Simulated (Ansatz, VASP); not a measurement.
MgTe4: VASP beside Ansatz

```
Mg Te
1.0
     5.76150    0.00000    0.00000
     0.00000    5.76150    0.00000
     0.00000    0.00000    5.76150
Mg Te
1 4
Direct
  0.00000 0.00000 0.00000
  0.50000 0.50000 0.50000
  0.00000 0.50000 0.50000
  0.50000 0.00000 0.50000
  0.50000 0.50000 0.00000
```

Change from the starting cell: species swapped into the Mn4N type (Pm-3m, No. 221).

Alike in both runs: functional PBE; k mesh 8 × 8 × 8; occupations gaussian, width 0.1 eV; no spin polarisation.

Ansatz relaxed the structure, and its values are those at the end. VASP's run is a single point on that final structure, the one shown.

```csv
,VASP,Ansatz
version,VASP 6.6.1,Ansatz 0.2.0
potentials or method,"VASP PAW PBE potentials, release 64 (Mg, Te), cutoff 520 eV","scalar-relativistic, plane waves, PAW"
valence electrons in the cell,26,74
```

|  | VASP | Ansatz | Ansatz less VASP |
| --- | --- | --- | --- |
| gap on the k mesh at the Fermi level (eV) | none | none | - |
| pressure (GPa) | 0.0 | 0.0 | +0.01 |

A gap of «none» marks a metal or a gap that the smearing closes. The functional is the same, so the differences come from potentials, cutoffs and numerics. VASP's potentials hold 26 valence electrons a cell and Ansatz's 74, so a difference there can come from the potentials and not from the codes.

Neither program's run includes spin-orbit coupling.
